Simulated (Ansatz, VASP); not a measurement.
## One calculation of KF, two programs

```xyz
2
Lattice="0.0000 2.5817 2.1945 2.4914 0.0000 2.1945 2.4914 2.5817 0.0000" Properties=species:S:1:pos:R:3 pbc="T T T"
K     0.0000    0.0000    0.0000
F     2.4914    2.5817    2.1945
```

Change from the starting cell: normal strain along x -0.0350, normal strain along z -0.1500.

Alike in both runs: task single point; functional LDA; k mesh 8 × 8 × 8; occupations gaussian, width 0.05 eV; no spin polarisation.

```csv
,VASP,Ansatz
version,VASP 6.6.1,Ansatz 0.2.0
potentials or method,"VASP PAW LDA potentials, release 64 (K_sv, F), cutoff 520 eV","scalar-relativistic, plane waves, PAW"
valence electrons in the cell,16,16
```

```csv
,VASP,Ansatz,Ansatz less VASP
gap on the k mesh at the Fermi level (eV),6.34,6.38,+0.031
least direct gap on the mesh (eV),6.56,6.60,+0.039
pressure (GPa),20.6,19.6,-1.05
"traceless stress, the component that is largest in VASP (GPa)",26.72,25.49,-1.235
```

LDA's correlation is that of Perdew and Zunger in VASP and of Perdew and Wang (1992) in Ansatz.
